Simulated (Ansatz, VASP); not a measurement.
Two plane-wave programs on In

```
In
1.0
    -1.88253    1.88253    1.88253
     1.88253   -1.88253    1.88253
     1.88253    1.88253   -1.88253
In
1
Direct
  0.00000 0.00000 0.00000
```

Alike in both runs: task single point; functional r2SCAN0; k mesh 5 × 5 × 5; occupations fermi-dirac, width 0.05 eV; no spin polarisation.

```csv
,VASP,Ansatz
version,VASP 6.6.1,Ansatz 0.2.0
potentials or method,"VASP PAW PBE potentials, release 64 (In_d)",Ansatz PAW
plane-wave cutoff (eV),520,500
valence electrons in the cell,13,13
```

|  | VASP | Ansatz | Ansatz less VASP |
| --- | --- | --- | --- |
| gap on the k mesh at the Fermi level (eV) | none | none | - |
| pressure (GPa) | -1.8 | -1.7 | +0.17 |

VASP's potentials were made for PBE, not for r2SCAN0. A gap of «none» marks a metal or a gap that the smearing closes.

The k mesh is coarse, so the values compare programs but aren't converged.
